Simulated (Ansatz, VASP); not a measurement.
# MoH4: VASP beside Ansatz

File INCAR:

```
SYSTEM = MoH4
PREC = Accurate
ENCUT = 910
EDIFF = 1E-7
ISMEAR = 0
SIGMA = 0.1
LREAL = .FALSE.
LASPH = .TRUE.
NELM = 120
ALGO = Normal
ISIF = 3
LWAVE = .FALSE.
LCHARG = .FALSE.
GGA = PE
IBRION = 2
NSW = 90
EDIFFG = -0.04
GGA_COMPAT = .FALSE.
NELMIN = 4
```

KPOINTS

```
Automatic mesh
0
G
  4 4 4
  0 0 0
```

POSCAR

```
MoH4
1.0
    3.8310019600      0.0000000000      0.0000000000
    0.0000000000      3.8310019600      0.0000000000
    0.0000000000      0.0000000000      5.4178549300
H Mo
4 1
Direct
    0.5000000000      0.0000000000      0.2500000000
    0.0000000000      0.5000000000      0.7500000000
    0.5000000000      0.0000000000      0.7500000000
    0.0000000000      0.5000000000      0.2500000000
    0.0000000000      0.0000000000      0.0000000000
```

Input for Ansatz:

```yaml
crystal:
  lattice:
    - [3.83100196, 0.0, 0.0]
    - [0.0, 3.83100196, 0.0]
    - [0.0, 0.0, 5.41785493]
  atoms:
    - { symbol: H, position: [0.5, 0.0, 0.25] }
    - { symbol: H, position: [0.0, 0.5, 0.75] }
    - { symbol: H, position: [0.5, 0.0, 0.75] }
    - { symbol: H, position: [0.0, 0.5, 0.25] }
    - { symbol: Mo, position: [0.0, 0.0, 0.0] }
basis:
  ecutwfc: 420
kpoints:
  mp_grid: { grid: [4, 4, 4] }
hamiltonian:
  xc: pbe
scf:
  occupations: { method: gaussian, width: 0.1 }
  lower_state_search: "off"
output:
  forces: true
  stress: true
  eigenvalues: true
relax:
  adjacent_minimum: "off"
  f_tol: 0.04
  max_steps: 70
  cell: { stress_tol: 0.4 }
```

Change from the starting cell: ordered vacancies on the cation sites of fluorite (P4/mmm, No. 123).

Alike in both runs: task relaxation of cell and atoms; functional PBE; k mesh 4 × 4 × 4; occupations gaussian, width 0.1 eV; no spin polarisation.

```csv
,VASP,Ansatz
version,VASP 6.6.1,Ansatz 0.2.0
potentials or method,"VASP PAW PBE potentials, release 64 (H_h, Mo_sv), cutoff 910 eV","scalar-relativistic, plane waves, PAW"
valence electrons in the cell,18,18
```

Ansatz gave:

```
gap on the k mesh at the Fermi level, each at its own relaxed structure (eV) : none
relaxed volume (Å³/atom)                                                     : 9.15
relaxed cell length with the largest relative difference (Å)                 : 5.864
```

**Question.** Which values does VASP return?

**Answer.** gap on the k mesh at the Fermi level, each at its own relaxed structure (eV): none; relaxed volume (Å³/atom): 8.13; relaxed cell length with the largest relative difference (Å): 5.207.

A gap of «none» marks a metal or a gap that the smearing closes. One of these differences is far larger than is usual between the two programs; its cause wasn't traced.

The k mesh is coarse, so the values compare programs but aren't converged. Noted on VASP's run: the volume moved by over 15 % at a fixed basis, so the end points are rough.
